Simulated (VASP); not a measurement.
GaP: single point with PBE

The system is GaP.

```xyz
2
Lattice="0.0000 2.9544 2.7268 2.7268 0.0000 2.7268 2.7268 2.9544 0.0000" Properties=species:S:1:pos:R:3 pbc="T T T"
Ga    0.0000    0.0000    0.0000
P     4.0901    4.4317    4.0901
```

```json
{"Program": "VASP 6.6.1", "Task": "single point", "Functional": "PBE", "Potentials or basis": "VASP PAW PBE potentials, release 64 (Ga_d, P)", "Cutoff": "520 eV", "k mesh": "10 × 10 × 10", "Occupations": "gaussian, width 0.05 eV", "Spin": "no spin polarisation", "Dipole correction": "no", "Further INCAR settings": "ALGO = Normal; EDIFF = 1e-06; NBANDS = 16"}
```

| Property | Result |
| --- | --- |
| Pressure | -3.6 GPa |
| Band gap on the k mesh | 0.95 eV |

Stress tensor (GPa, compression positive):
```
-1.46  0.00  0.00
 0.00 -7.92  0.00
 0.00  0.00 -1.46
```

Levels at points of the mesh, in eV from the valence-band top:
```tsv
k point	band 6	band 7	band 8	band 9	band 10	band 11	band 12	band 13
(0.00, 0.00, 0.00)	-12.05	-0.48	0.00	0.00	0.95	3.72	3.72	3.90
(0.50, 0.00, 0.00)	-10.24	-6.34	-1.47	-0.83	1.15	4.45	4.86	7.98
(0.50, 0.50, 0.00)	-9.35	-6.37	-2.73	-2.69	1.49	1.50	9.45	9.54
(0.50, 0.00, 0.50)	-9.66	-6.85	-2.21	-2.21	2.02	2.21	9.81	9.81
```

It took 72 s on 1 thread of Intel(R) Xeon(R) Platinum 8259CL CPU @ 2.50GHz (Skylake/Cascade Lake), with other jobs on the host, peak memory 0.21 GiB.

Caveat: the cell stands under tension. A k mesh can miss the band edges.
